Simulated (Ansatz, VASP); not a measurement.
# B: VASP beside Ansatz

```xyz
1
Lattice="0.0000 1.4281 1.4281 1.4281 0.0000 1.4281 1.4281 1.4281 0.0000" Properties=species:S:1:pos:R:3 pbc="T T T"
B     0.0000    0.0000    0.0000
```

Alike in both runs: functional PBEsol; k mesh 23 × 23 × 23; occupations fermi-dirac, width 0.08 eV; no spin polarisation.

Ansatz relaxed the structure, and its values are those at the end. VASP's run is a single point on that final structure, the one shown.

|  | VASP | Ansatz |
| --- | --- | --- |
| version | VASP 6.6.1 | Ansatz 0.2.0 |
| potentials or method | VASP PAW PBE potentials, release 64 (B) | PAW with Ansatz's default frozen-core files, scalar-relativistic |
| plane-wave cutoff (eV) | 500 | 420 |
| valence electrons in the cell | 3 | 3 |

```tsv
	VASP	Ansatz	Ansatz less VASP
pressure (GPa)	0.4	0.0	-0.45
```

VASP's potentials were made for PBE, not for PBEsol.
